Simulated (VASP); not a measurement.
# SnH2Br2 (P-3m1) in VASP: single point with PBE

Aim: the single point of SnH2Br2 with PBE.

Program: VASP 6.6.1. These are calculated values, not measurements. Logs are shortened: lines on timing, memory, paths and dates and some standing lists are left out, and cuts for length are marked.

**1. The cell of the first run**

The structure is trigonal, space group P-3m1 (No. 164). The conventional cell has a = 4.387 Å, b = 4.387 Å, c = 9.757 Å, α = 90.00°, β = 90.00°, γ = 120.00°. Sn (site symmetry -3m) has 6 Br at 3.03 Å within 4.0 Å. H (site symmetry 3m) has 1 H at 0.75 Å within 1.0 Å. Within 4.0 Å of Br (site symmetry 3m) lie 3 Sn at 3.03 Å and 3 H at 3.81 Å.

**2. Single point, PBE**

POSCAR

```
SnH2Br2
1.0
    4.3874117360      0.0000000000      0.0000000000
   -2.1937058680      3.7996100202      0.0000000000
    0.0000000000      0.0000000000      9.7567218716
Sn H Br
1 2 2
Direct
    0.0000000000      0.0000000000      0.0000000000
    0.0000000000      0.0000000000      0.4615411061
    0.0000000000      0.0000000000      0.5384588939
    0.3333333333      0.6666666667      0.1705287307
    0.6666666667      0.3333333333      0.8294712693
```

INCAR.step1

```
SYSTEM = SnH2Br2
ALGO     = Normal         ! electronic algorithm
EDIFF    = 1E-6           ! SCF threshold, eV
ENCUT    = 520            ! plane-wave cutoff, eV
GGA      = PE             ! functional
ISIF     = 2              ! what is computed and relaxed
ISMEAR   = 0              ! smearing method
LASPH    = .True.         ! aspherical terms in the spheres
LCHARG   = .True.         ! write CHGCAR
LREAL    = .False.        ! projectors in reciprocal space
LWAVE    = .False.        ! write WAVECAR
NBANDS   = 23             ! bands
NELM     = 80             ! most SCF steps
PREC     = Accurate       ! precision mode
SIGMA    = 0.02           ! smearing width, eV
```

KPOINTS.step1

```
k-points
0
Gamma
  6 6 4
  0 0 0
```

INCAR.step2

```
SYSTEM = SnH2Br2
ALGO     = Normal         ! electronic algorithm
EDIFF    = 1E-6           ! SCF threshold, eV
ENCUT    = 520            ! plane-wave cutoff, eV
GGA      = PE             ! functional
ICHARG   = 11             ! starting density
ISIF     = 2              ! what is computed and relaxed
ISMEAR   = -5             ! smearing method
LASPH    = .True.         ! aspherical terms in the spheres
LCHARG   = .False.        ! write CHGCAR
LORBIT   = 10             ! projections on sites
LREAL    = .False.        ! projectors in reciprocal space
LWAVE    = .False.        ! write WAVECAR
NEDOS    = 1001           ! points of the DOS
NELM     = 80             ! most SCF steps
PREC     = Accurate       ! precision mode
SIGMA    = 0.02           ! smearing width, eV
```

KPOINTS.step2

```
k-points
0
Gamma
  9 9 6
  0 0 0
```

Potentials or basis: VASP PAW PBE potentials, release 64 (Sn_d, H, Br).

Launch:

```
cat potpaw_PBE.64/Sn_d/POTCAR potpaw_PBE.64/H/POTCAR potpaw_PBE.64/Br/POTCAR > POTCAR
cp INCAR.step1 INCAR
cp KPOINTS.step1 KPOINTS
mpirun -np 1 vasp_std > vasp.out
cp INCAR.step2 INCAR
cp KPOINTS.step2 KPOINTS
mpirun -np 1 vasp_std > vasp.out
```

OUTCAR:

```text
SYSTEM = SnH2Br2
   EDIFF = 1E-6
   ENCUT = 520
   GGA = PE
   ICHARG = 11
   ISIF = 2
   ISMEAR = -5
   LASPH = .True.
   LORBIT = 10
   LREAL = .False.
   NELM = 80
   PREC = Accurate

 ion  position               nearest neighbor table
   1  0.000  0.000  0.000-   4 3.03   5 3.03   4 3.03   5 3.03   5 3.03   4 3.03
   2  0.000  0.000  0.462-   3 0.75
   3  0.000  0.000  0.538-   2 0.75
   4  0.333  0.667  0.171-   1 3.03   1 3.03   1 3.03
   5  0.667  0.333  0.829-   1 3.03   1 3.03   1 3.03

  LATTYP: Found a hexagonal cell.
 ALAT       =     4.3874117360
 C/A-ratio  =     2.2237990092

  Lattice vectors:

 A1 = (   4.3874117360,   0.0000000000,   0.0000000000)
 A2 = (  -2.1937058680,   3.7996100202,   0.0000000000)
 A3 = (   0.0000000000,   0.0000000000,   9.7567218716)

Analysis of symmetry for initial positions (statically):
=====================================================================
 Subroutine PRICEL returns:
 Original cell was already a primitive cell.

 Routine SETGRP: Setting up the symmetry group for a
 hexagonal supercell.

 Subroutine GETGRP returns: Found 12 space group operations
 (whereof 12 operations were pure point group operations)
 out of a pool of 24 trial point group operations.

The static configuration has the point symmetry D_3d.

Analysis of symmetry for dynamics (positions and initial velocities):
=====================================================================
 Subroutine PRICEL returns:
 Original cell was already a primitive cell.

 Routine SETGRP: Setting up the symmetry group for a
 hexagonal supercell.

 Subroutine GETGRP returns: Found 12 space group operations
 (whereof 12 operations were pure point group operations)
 out of a pool of 24 trial point group operations.

The dynamic configuration has the point symmetry D_3d.

 Subroutine INISYM returns: Found 12 space group operations
 (whereof 12 operations are pure point group operations),
 and found     1 'primitive' translations

----------------------------------------------------------------------------------------

                                     Primitive cell

  volume of cell :     162.6490

  direct lattice vectors                    reciprocal lattice vectors
     4.387411736  0.000000000  0.000000000     0.227924813  0.131592452  0.000000000
    -2.193705868  3.799610020  0.000000000     0.000000000  0.263184904  0.000000000
     0.000000000  0.000000000  9.756721872     0.000000000  0.000000000  0.102493441

  length of vectors
     4.387411736  4.387411736  9.756721872     0.263184904  0.263184904  0.102493441

  position of ions in fractional coordinates (direct lattice)
     0.000000000  0.000000000  0.000000000
     0.000000000  0.000000000  0.461541106
     0.000000000  0.000000000  0.538458894
     0.333333333  0.666666667  0.170528731
     0.666666667  0.333333333  0.829471269

  ion indices of the primitive-cell ions
   primitive index   ion index
                 1           1
                 2           2
                 3           3
                 4           4
                 5           5

----------------------------------------------------------------------------------------

 KPOINTS: k-points

Automatic generation of k-mesh.
 Grid dimensions read from file:
 generate k-points for:    9    9    6

 Generating k-lattice:

  Cartesian coordinates                     Fractional coordinates (reciprocal lattice)
     0.025324979  0.014621384  0.000000000     0.111111111  0.000000000  0.000000000
     0.000000000  0.029242767  0.000000000     0.000000000  0.111111111  0.000000000
     0.000000000  0.000000000  0.017082240     0.000000000  0.000000000  0.166666667

  Length of vectors
     0.029242767  0.029242767  0.017082240

  Shift w.r.t. Gamma in fractional coordinates (k-lattice)
     0.000000000  0.000000000  0.000000000

 TETIRR: Found    674 inequivalent tetrahedra from     2916

 Subroutine IBZKPT returns following result:
 ===========================================

 Found     62 irreducible k-points:

 Following reciprocal coordinates:
            Coordinates               Weight
  0.000000  0.000000  0.000000      1.000000
  0.111111 -0.000000  0.000000      6.000000
  0.222222  0.000000  0.000000      6.000000
  0.333333  0.000000  0.000000      6.000000
  0.444444  0.000000  0.000000      6.000000
  0.111111  0.111111  0.000000      6.000000
[... 16 lines left out ...]
  0.222222  0.111111  0.166667     12.000000
 -0.111111  0.333333  0.166667     12.000000
 [... further k-points ...]
   k-points           NKPTS =     62   k-points in BZ     NKDIM =     62   number of bands    NBANDS=     19
   number of dos      NEDOS =   1001   number of ions     NIONS =      5
   total plane-waves  NPLWV = 103680
   dimension x,y,z NGX =    36 NGY =   36 NGZ =   80
   dimension x,y,z NGXF=    72 NGYF=   72 NGZF=  160
   ions per type =               1   2   2
   NGX,Y,Z   is equivalent  to a cutoff of  13.64, 13.64, 13.63 a.u.
   NGXF,Y,Z  is equivalent  to a cutoff of  27.28, 27.28, 27.26 a.u.
 SYSTEM =  SnH2Br2
   PREC   = accura    normal or accurate (medium, high low for compatibility)
   ISTART =      0    job   : 0-new  1-cont  2-samecut
   ICHARG =     11    charge: 1-file 2-atom 10-const
   ISPIN  =      1    spin polarized calculation?
   LNONCOLLINEAR =      F non collinear calculations
   LSORBIT =      F    spin-orbit coupling
   LASPH  =      T    aspherical Exc in radial PAW
   ENCUT  =  520.0 eV  38.22 Ry    6.18 a.u.   8.16  8.16 18.14*2*pi/ulx,y,z
   NELM   =     80;   NELMIN=  2; NELMDL=  0     # of ELM steps
   EDIFF  = 0.1E-05   stopping-criterion for ELM
   LREAL  =      F    real-space projection
   EDIFFG = 0.1E-04   stopping-criterion for IOM
   NSW    =      0    number of steps for IOM
   IBRION =     -1    ionic relax: 0-MD 1-quasi-New 2-CG
   NFREE  =      0    steps in history (QN), initial steepest desc. (CG)
   ISIF   =      2    stress and relaxation
   ISYM   =      2    0-nonsym 1-usesym 2-fastsym
   POTIM  = 0.5000    time-step for ionic-motion
   TEBEG  =    0.0;   TEEND  =   0.0 temperature during run
   PSTRESS=    0.0 pullay stress
   NELECT =      30.0000    total number of electrons
   NUPDOWN=      -1.0000    fix difference up-down
   EMIN   =  10.00;   EMAX   =-10.00  energy-range for DOS
   EFERMI =   0.00;   METHOD = LEGACY
   ISMEAR =    -5;   SIGMA  =   0.02  broadening in eV -4-tet -1-fermi 0-gaus
   EFERMI_NEDOS =   21; number of points for ismear=-14 and -15
   IALGO  =     38    algorithm
   IMIX   =      4    mixing-type and parameters
     AMIX     =   0.40;   BMIX     =  1.00
     AMIX_MAG =   1.60;   BMIX_MAG =  1.00
  volume/ion in A,a.u.               =      32.53       219.52
  Fermi-wavevector in a.u.,A,eV,Ry     =   0.931890  1.761017 11.815566  0.868420
  Thomas-Fermi vector in A             =   2.058431
   LORBIT       =     10    0 simple, 1 ext, 2 COOP (PROOUT), +10 PAW based schemes
   GGA     = PE    functional components
   LHFCALC =     F    Hartree Fock is set to
   AEXX    =    0.0000 exact exchange contribution
   IVDW    =     0    specifies the selected vdW correction
   LEPSILON=     F    determine dielectric tensor
   LRPA    =     F    only Hartree local field effects (RPA)
 non-spin polarized calculation
 Fermi weights with tetrahedron method with Bloechl corrections
  energy-cutoff  :      520.00
  volume of cell :      162.65
 maximum number of plane-waves:      4398
 NGX is ok and might be reduce to    36

 number of electron      29.9999993 magnetization

 Free energy of the ion-electron system (eV)
  ---------------------------------------------------
  ext. energy  EPLUGINS =         0.00000000
  ---------------------------------------------------
  free energy    TOTEN  =       -16.25996581 eV

  energy without entropy =      -16.25996581  energy(sigma->0) =      -16.25996581

 E-fermi :  -1.3478     XC(G=0):  -6.4817

 val. band max:       -1.3602657559   @ k =   0.3333   0.3333   0.0000
 cond. band min:       0.7836177296   @ k =   0.0000   0.0000   0.0000
 fundamental gap:      2.1438834856
 Fermi energy:        -1.3478083634

 k-point     1 :       0.0000    0.0000    0.0000
  band No.  band energies     occupation
      1     -22.0434      2.00000
      2     -22.0370      2.00000
      3     -22.0370      2.00000
      4     -22.0313      2.00000
      5     -22.0313      2.00000
      6     -15.3781      2.00000
[... 11 lines left out ...]
     18       2.2713      0.00000
     19       5.4222      0.00000

 k-point     2 :       0.1111   -0.0000    0.0000
  band No.  band energies     occupation
      1     -22.0428      2.00000
      2     -22.0385      2.00000
      3     -22.0370      2.00000
      4     -22.0314      2.00000
      5     -22.0302      2.00000
      6     -15.3482      2.00000
[... 11 lines left out ...]
     18       2.3784      0.00000
     19       5.3681      0.00000

 k-point     3 :       0.2222    0.0000    0.0000
  band No.  band energies     occupation
      1     -22.0430      2.00000
      2     -22.0409      2.00000
      3     -22.0373      2.00000
      4     -22.0315      2.00000
      5     -22.0274      2.00000
      6     -15.2683      2.00000
[... 11 lines left out ...]
     18       2.6138      0.00000
     19       5.2523      0.00000

 k-point     4 :       0.3333    0.0000    0.0000
  band No.  band energies     occupation
      1     -22.0473      2.00000
      2     -22.0399      2.00000
      3     -22.0377      2.00000
      4     -22.0312      2.00000
      5     -22.0241      2.00000
      6     -15.1661      2.00000
[... 407 lines left out ...]
     18       2.5892      0.00000
     19       5.3444      0.00000

 k-point    23 :       0.2222    0.1111    0.1667
  band No.  band energies     occupation
      1     -22.0450      2.00000
      2     -22.0404      2.00000
      3     -22.0379      2.00000
      4     -22.0314      2.00000
      5     -22.0256      2.00000
      6     -15.2014      2.00000
[... 11 lines left out ...]
     18       2.8425      0.00000
     19       5.4607      0.00000

 k-point    24 :      -0.1111    0.3333    0.1667
  band No.  band energies     occupation
      1     -22.0450      2.00000
      2     -22.0404      2.00000
      3     -22.0379      2.00000
      4     -22.0314      2.00000
      5     -22.0256      2.00000
      6     -15.2014      2.00000
[... 11 lines left out ...]
     18       2.8424      0.00000
     19       5.2914      0.00000

 [... further k-points ...]
[... 5 lines left out ...]
  --------------------------------------------------------------------------------------
  -------------------------------------------------------------------------------------
  Total       -0.0244263     -0.0244263     -0.0212974      0.0000000      0.0000000      0.0000000
  in kB       -0.2406118     -0.2406118     -0.2097907      0.0000000      0.0000000      0.0000000
  external PRESSURE =      -0.2303381 kB  Pullay stress =       0.0000000 kB

 VOLUME and BASIS-vectors are now :
 -----------------------------------------------------------------------------
  energy-cutoff  :      520.00
  volume of cell :      162.65
      direct lattice vectors                 reciprocal lattice vectors
     4.387411736  0.000000000  0.000000000     0.227924813  0.131592452  0.000000000
    -2.193705868  3.799610020  0.000000000     0.000000000  0.263184904  0.000000000
     0.000000000  0.000000000  9.756721872     0.000000000  0.000000000  0.102493441

 POSITION                                       TOTAL-FORCE (eV/Angst)
 -----------------------------------------------------------------------------------
      0.00000      0.00000      0.00000        -0.000000      0.000000      0.000000
      0.00000      0.00000      4.50313        -0.000000     -0.000000      0.008738
      0.00000      0.00000      5.25359        -0.000000      0.000000     -0.008738
     -0.00000      2.53307      1.66380         0.000000     -0.000000      0.001130
      2.19371      1.26654      8.09292        -0.000000      0.000000     -0.001130
 -----------------------------------------------------------------------------------
    total drift:                               -0.000000     -0.000000     -0.000000

  FREE ENERGIE OF THE ION-ELECTRON SYSTEM (eV)
  ---------------------------------------------------
  free  energy   TOTEN  =       -16.2599658067 eV

  energy  without entropy=      -16.2599658067  energy(sigma->0) =      -16.25996581

 total charge

# of ion       s       p       d       tot
------------------------------------------
    1        1.469   0.498   9.983  11.950
    2        0.607   0.028   0.000   0.635
    3        0.607   0.028   0.000   0.635
    4        1.617   3.208   0.011   4.836
    5        1.617   3.208   0.011   4.836
--------------------------------------------------
tot          5.917   6.971  10.004  22.891
```

It took 1.9 min on 1 thread of Intel Xeon 6975P-C (Granite Rapids), shared host; peak memory 0.42 GiB.

Results:

```yaml
Valence_electrons_inside_the_program's_atomic_spheres: Sn 11.95; H 0.64; Br 4.84
```

Levels at points of the mesh, in eV from the valence-band top:
```
           k point  band 12  band 13  band 14  band 15  band 16  band 17  band 18  band 19
(0.00, 0.00, 0.00)    -1.49    -1.45    -1.45    -0.49     2.14     3.63     3.63     6.78
(0.00, 0.00, 0.50)    -1.45    -1.45    -1.43    -0.55     2.18     3.63     3.63     6.27
```

Caveat: spin-orbit coupling is left out, which moves the levels of the heavy elements.
